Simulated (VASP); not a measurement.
## Te: single point with LDA

Te:

```
Te
1.0
     4.17886    0.00000    0.00000
    -2.08943    3.61900    0.00000
     0.00000    0.00000    5.74227
Te
3
Direct
  0.28554 0.00000 0.33333
  0.00000 0.28554 0.66667
  0.71446 0.71446 0.00000
```

* Program: VASP 6.6.1
* Task: single point
* Functional: LDA
* Potentials or basis: VASP PAW LDA potentials, release 64 (Te)
* Cutoff: 520 eV
* k mesh: 8 × 8 × 5
* Occupations: fermi-dirac, width 0.05 eV
* Spin: no spin polarisation

```yaml
Pressure: 6.0 GPa
Largest_force: 0.371 eV/Å
Band_gap_on_the_k_mesh: 0.40 eV (least direct gap 0.66 eV)
```

Forces in eV/Å, atoms in the order of the input:
```
Te   0.371  0.000  0.000
Te  -0.185  0.321  0.000
Te  -0.185 -0.321  0.000
```

Stress tensor (GPa, compression positive):
```
5.07 0.00 0.00
0.00 5.07 0.00
0.00 0.00 7.71
```

Levels at points of the mesh, in eV from the valence-band top:
| k point | band 7 | band 8 | band 9 | band 10 | band 11 | band 12 |
| --- | --- | --- | --- | --- | --- | --- |
| (0.00, 0.00, 0.00) | -1.79 | -1.79 | -1.19 | 1.26 | 1.26 | 1.92 |
| (0.50, 0.00, 0.00) | -4.25 | -0.81 | -0.62 | 0.72 | 0.77 | 2.14 |

Run time: 77 s on 1 thread of Intel Xeon 8259CL, on a shared host, peak memory 0.2 GiB.

Caveat: the cell stands under pressure; spin-orbit coupling is left out, which moves the levels of the heavy elements; an odd mesh through Γ misses points on the zone boundary, where band edges can lie.
